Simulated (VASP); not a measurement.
Write the native input for VASP 6.6.1 that does the following.

```yaml
Task: single point
Functional: PBE
Potentials_or_basis: VASP PAW PBE potentials, release 64 (V_sv)
Cutoff: 520 eV
k_mesh: 22 × 22 × 22
Occupations: fermi-dirac, width 0.0612256 eV
Spin: no spin polarisation
Dipole_correction: no
Further_INCAR_settings: ALGO = Normal; EDIFF = 1e-06; NBANDS = 12
```

The structure of V lies in POSCAR:

```
V
1.0
    2.4812152819      0.0000000000      0.0000000000
    0.0000000000      2.4812152819      0.0000000000
    0.0000000000      0.0000000000      2.4812152819
V
1
Direct
    0.0000000000      0.0000000000      0.0000000000
```

This isn't the form of V at room conditions, which is bcc.

One way to write it, as run:

INCAR

```
ALGO     = Normal         # electronic algorithm
EDIFF    = 1E-6           # SCF threshold, eV
ENCUT    = 520            # plane-wave cutoff, eV
GGA      = PE             # functional
ISIF     = 2              # what is computed and relaxed
ISMEAR   = -1             # smearing method
LASPH    = T              # aspherical terms in the spheres
LCHARG   = F              # write CHGCAR
LREAL    = F              # projectors in reciprocal space
LWAVE    = F              # write WAVECAR
NBANDS   = 12             # bands
NELM     = 80             # most SCF steps
PREC     = Accurate       # precision mode
SIGMA    = 0.06122561905347299 # smearing width, eV
```

KPOINTS

```
k-points
0
Gamma
  22 22 22
```

Potentials or basis: VASP PAW PBE potentials, release 64 (V_sv).

Command:

```console
$ cat potpaw_PBE.64/V_sv/POTCAR > POTCAR
$ mpirun -np 1 vasp_std > vasp.out
```

It gave:

```yaml
Pressure: -4.9 GPa
Band_gap_on_the_k_mesh: zero (an odd number of electrons rules out a gap without spin polarisation)
```

Caveat: the cell stands under tension.

Run time: 51 s on 1 thread of Intel Xeon 8259CL (shared host), peak memory 0.17 GiB.
